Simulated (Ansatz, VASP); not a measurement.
One calculation of Ge, two programs

```
Ge
1.0
     0.00000    2.82877    2.97021
     2.82877    0.00000    2.97021
     2.82877    2.82877    0.00000
Ge
2
Cartesian
  2.8288 2.8288 2.9702
  4.2432 4.2432 4.4553
```

Change from the starting cell: strain +0.000 along x and y, +0.050 along z, atoms carried along.

Alike in both runs: task single point; functional PBEsol; k mesh 14 × 14 × 14; occupations gaussian, width 0.15 eV; no spin polarisation.

|  | VASP | Ansatz |
| --- | --- | --- |
| version | VASP 6.6.1 | Ansatz 0.2.0 |
| potentials or method | VASP PAW PBE potentials, release 64 (Ge_d), cutoff 520 eV | scalar-relativistic, plane waves, PAW |
| valence electrons in the cell | 28 | 28 |

```csv
,VASP,Ansatz,Ansatz less VASP
gap on the k mesh at the Fermi level (eV),none,none,-
pressure (GPa),-2.4,-2.4,+0.09
"traceless stress, the component that is largest in VASP (GPa)",-2.35,-2.35,+0.007
```

VASP's potentials were made for PBE, not for PBEsol. A gap of «none» marks a metal or a gap that the smearing closes.
